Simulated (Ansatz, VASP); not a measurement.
**Two plane-wave programs on C**

```
CELL_PARAMETERS angstrom
1.77690 1.77690 0.00000
-1.77690 1.77690 0.00000
0.00000 1.77690 1.77690
ATOMIC_POSITIONS crystal
C 0.50000 0.50000 0.00000
C 0.75000 0.25000 0.50000
```

Alike in both runs: functional PBEsol; k mesh 16 × 16 × 16; occupations fermi-dirac, width 0.1 eV; no spin polarisation.

Ansatz relaxed the structure, and its values are those at the end. VASP's run is a single point on that final structure, the one shown.

```csv
,VASP,Ansatz
version,VASP 6.6.1,Ansatz 0.2.0
potentials or method,"VASP PAW PBE potentials, release 64 (C)","PAW with Ansatz's default frozen-core files, scalar-relativistic"
plane-wave cutoff (eV),520,420
valence electrons in the cell,8,8
```

|  | VASP | Ansatz | Ansatz less VASP |
| --- | --- | --- | --- |
| gap on the k mesh at the Fermi level (eV) | 4.03 | 4.03 | +0.006 |
| pressure (GPa) | 1.1 | 0.0 | -1.10 |

VASP's potentials were made for PBE, not for PBEsol. The functional is the same, so the differences come from potentials, cutoffs and numerics.
